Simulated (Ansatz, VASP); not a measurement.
# Ti2Al6H: VASP beside Ansatz

INCAR

```
SYSTEM = Ti2Al6H
ALGO = Normal ; DIPOL = 0.5 0.5 0.311
EDIFF = 1E-6 ; ENCUT = 520
GGA = PE ; IDIPOL = 3
ISIF = 2 ; ISMEAR = 0
IVDW = 12 ; LASPH = .TRUE.
LCHARG = .FALSE. ; LDIPOL = .TRUE.
LREAL = .FALSE. ; LWAVE = .FALSE.
NBANDS = 32 ; NELM = 60
PREC = Accurate ; SIGMA = 0.1
```

The input KPOINTS:

```
k-points
0
G
  6 6 1
  0 0 0
```

Contents of POSCAR:

```
Ti2Al6H
1.0
    5.0241861190      0.0000000000      0.0000000000
    2.1588814530      4.5367033218      0.0000000000
    0.0000000000      0.0000000000     21.2187109014
Al Ti H
6 2 1
Direct
    0.5000000000      0.0000000000      0.1885128658
    0.0000000000      0.5000000000      0.1885128658
    0.0000000000      0.0000000000      0.2517328341
    0.0000000000      0.5000000000      0.3193548961
    0.5000000000      0.0000000000      0.3193548961
    0.5000000000      0.5000000000      0.3826203646
    0.5000000000      0.5000000000      0.2517328341
    0.0000000000      0.0000000000      0.3797002555
    0.8333333333      1.1666666667      0.5145793706
```

Input for Ansatz:

```yaml
crystal:
  lattice:
    - [5.024186119, 0.0, 0.0]
    - [2.158881453, 4.5367033218, 0.0]
    - [0.0, 0.0, 21.2187109014]
  atoms:
    - { symbol: Al, position: [0.5, 0.0, 0.1885128658] }
    - { symbol: Al, position: [0.0, 0.5, 0.1885128658] }
    - { symbol: Ti, position: [0.5, 0.5, 0.2517328341] }
    - { symbol: Al, position: [0.0, 0.0, 0.2517328341] }
    - { symbol: Al, position: [0.0, 0.5, 0.3193548961] }
    - { symbol: Al, position: [0.5, 0.0, 0.3193548961] }
    - { symbol: Ti, position: [0.0, 0.0, 0.3797002555] }
    - { symbol: Al, position: [0.5, 0.5, 0.3826203646] }
    - { symbol: H, position: [0.8333333333, 1.1666666667, 0.5145793706] }
basis:
  ecutwfc: 420
kpoints:
  mp_grid: { grid: [6, 6, 1] }
hamiltonian:
  xc: pbe
  pseudopotentials: { kind: paw, azcp: { folder: soft_1 } }
  dispersion: d3bj
scf:
  occupations: { method: gaussian, width: 0.1 }
output:
  forces: true
  eigenvalues: true
  write_density: true
  write_potential: true
  elf: true
  volumetric_format: npy
efield:
  axis: 3
  dipole_correction: true
  ramp_width: 0.04
```

Alike in both runs: task single point; functional PBE; dispersion D3(BJ); k mesh 6 × 6 × 1; occupations gaussian, width 0.1 eV; no spin polarisation.

|  | VASP | Ansatz |
| --- | --- | --- |
| version | VASP 6.6.1 | Ansatz 0.2.0 |
| potentials or method | VASP PAW PBE potentials, release 64 (Al, Ti_sv, H), cutoff 520 eV | scalar-relativistic, plane waves, PAW |
| valence electrons in the cell | 43 | 43 |

Ansatz gave:

```
gap on the k mesh at the Fermi level (eV) : none
rms of the force components (eV/Å)        : 0.430
```

Q: Estimate VASP's values.

A: gap on the k mesh at the Fermi level (eV): none; rms of the force components (eV/Å): 0.431.

A gap of «none» marks a metal or a gap that the smearing closes. Ansatz's warnings: xc potential rough in thin density.
